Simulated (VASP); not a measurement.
Crystal: ZnHgO2.

```xyz
4
Lattice="3.3248 0.0000 0.0000 0.0000 3.3248 0.0000 0.0000 0.0000 5.1086" Properties=species:S:1:pos:R:3 pbc="T T T"
Zn    0.0000    0.0000    0.0000
O     0.0000    1.6624    1.0396
O     1.6624    0.0000    4.0690
Hg    1.6624    1.6624    2.5543
```

This cell differs from its parent crystal: volume changed by -6%.

Base run:

| Property | Result |
| --- | --- |
| Program | VASP 6.6.1 |
| Functional | PBE |
| Potentials or basis | VASP PAW PBE potentials, release 64 (Zn, O, Hg) |
| Cutoff | 520 eV |
| k mesh | 6 × 6 × 4 |
| Occupations | fermi-dirac, width 0.02 eV |
| Spin | no spin polarisation |

Its results: band gap on the k mesh zero (filled and empty bands touch); pressure 8.5 GPa; largest force 0.072 eV/Å.

Task: The run is repeated on the same cell with these changes: potentials or basis from VASP PAW PBE potentials, release 64 (Zn, O, Hg) to VASP PAW PBE potentials, release 64 (Zn, O, Hg_sv_GW); cutoff from 520 eV to 600 eV; further incar settings from ALGO = Normal; EDIFF = 1e-07; NBANDS = 26 to ALGO = Normal; EDIFF = 1e-06; NBANDS = 30; valence electrons from 36 to 44. What comes out?

Result: Band gap on the k mesh zero (filled and empty bands touch); pressure 7.8 GPa; largest force 0.017 eV/Å.

Caveats: spin-orbit coupling is left out, which moves the levels of the heavy elements.
